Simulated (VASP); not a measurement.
A run of VASP 6.6.1:

File INCAR:

```
PREC     = Accurate       # precision mode
ENCUT    = 520            # plane-wave cutoff, eV
EDIFF    = 1E-7           # SCF threshold, eV
ISMEAR   = 0              # smearing method
SIGMA    = 0.01           # smearing width, eV
LREAL    = False          # projectors in reciprocal space
LASPH    = True           # aspherical terms in the spheres
NELM     = 100            # most SCF steps
ALGO     = Normal         # electronic algorithm
ISIF     = 2              # what is computed and relaxed
LWAVE    = False          # write WAVECAR
LCHARG   = False          # write CHGCAR
GGA      = PE             # functional
NBANDS   = 16             # bands
```

File KPOINTS:

```
regular mesh
0
Gamma
  6 6 6
```

POSCAR

```
ZnS
1.0
    0.0000000000      2.7020000000      2.7020000000
    2.7020000000      0.0000000000      2.7020000000
    2.7020000000      2.7020000000      0.0000000000
Zn S
1 1
Direct
    0.2500000000      0.2500000000      0.2500000000
    0.0370096225      0.0370096225     -0.0370096225
```

Potentials or basis: VASP PAW PBE potentials, release 64 (Zn, S).

The run is started by

```sh
$ cat potpaw_PBE.64/Zn/POTCAR potpaw_PBE.64/S/POTCAR > POTCAR
$ mpirun -np 1 vasp_std > vasp.out
```

Hardware: 1 thread of Intel(R) Xeon(R) 6975P-C (Granite Rapids), with other jobs on the host.

Problem. How long does it take, and how much memory?

Solution. It took 12 s on 1 thread of Intel(R) Xeon(R) 6975P-C (Granite Rapids) (shared host), peak memory 0.16 GiB. Counts: scf iterations 14, k points 46.
